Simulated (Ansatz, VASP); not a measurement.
# Two plane-wave programs on La2TaO2

```
La Ta O
1.0
     4.50369    0.00000    0.00000
     0.00000    4.50369    0.00000
     0.00000    0.00000    7.03414
La Ta O
2 1 2
Direct
  0.50000 0.50000 0.00000
  0.50000 0.50000 0.50000
  0.00000 0.00000 0.00000
  0.00000 0.50000 0.00000
  0.50000 0.00000 0.00000
```

Alike in both runs: task single point; functional PBE; k mesh 4 × 4 × 4; occupations gaussian, width 0.1 eV; collinear spin.

```csv
,VASP,Ansatz
version,VASP 6.6.1,Ansatz 0.2.0
potentials or method,"VASP PAW PBE potentials, release 64 (La, Ta_pv, O), cutoff 520 eV","scalar-relativistic, plane waves, PAW"
valence electrons in the cell,45,47
```

```csv
,VASP,Ansatz,Ansatz less VASP
gap on the k mesh at the Fermi level (eV),none,none,-
pressure (GPa),0.0,0.1,+0.10
net moment per atom (μB),0.00,0.16,+0.160
size of the moment on the site where the two differ most (μB),0.00,0.34,+0.341
```

The net moments are unlike, so the other rows may belong to different states. Site moments also hang on the region over which each program counts them. A gap of «none» marks a metal or a gap that the smearing closes. VASP's potentials hold 45 valence electrons a cell and Ansatz's 47, so a difference there can come from the potentials and not from the codes.

Spin-orbit coupling is off throughout.
